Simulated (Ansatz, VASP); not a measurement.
**Na2S in VASP and in Ansatz**

```
Na S
1.0
     0.00000    3.28401    3.28401
     3.28401    0.00000    3.28401
     3.28401    3.28401    0.00000
Na S
2 1
Direct
  0.25000 0.25000 0.25000
  0.75000 0.75000 0.75000
  0.00000 0.00000 0.00000
```

Alike in both runs: functional PBE; k mesh 8 × 8 × 8; occupations gaussian, width 0.02 eV; no spin polarisation.

Ansatz relaxed the structure, and its values are those at the end. VASP's run is a single point on that final structure, the one shown.

|  | VASP | Ansatz |
| --- | --- | --- |
| version | VASP 6.6.1 | Ansatz 0.2.0 |
| potentials or method | VASP PAW PBE potentials, release 64 (Na_pv, S), cutoff 500 eV | scalar-relativistic, plane waves, PAW |
| valence electrons in the cell | 20 | 24 |

|  | VASP | Ansatz | Ansatz less VASP |
| --- | --- | --- | --- |
| gap on the k mesh at the Fermi level (eV) | 2.45 | 2.45 | +0.002 |
| least direct gap on the mesh (eV) | 2.45 | 2.45 | +0.002 |
| pressure (GPa) | 0.0 | 0.0 | 0.00 |

VASP's potentials hold 20 valence electrons a cell and Ansatz's 24, so a difference there can come from the potentials and not from the codes.
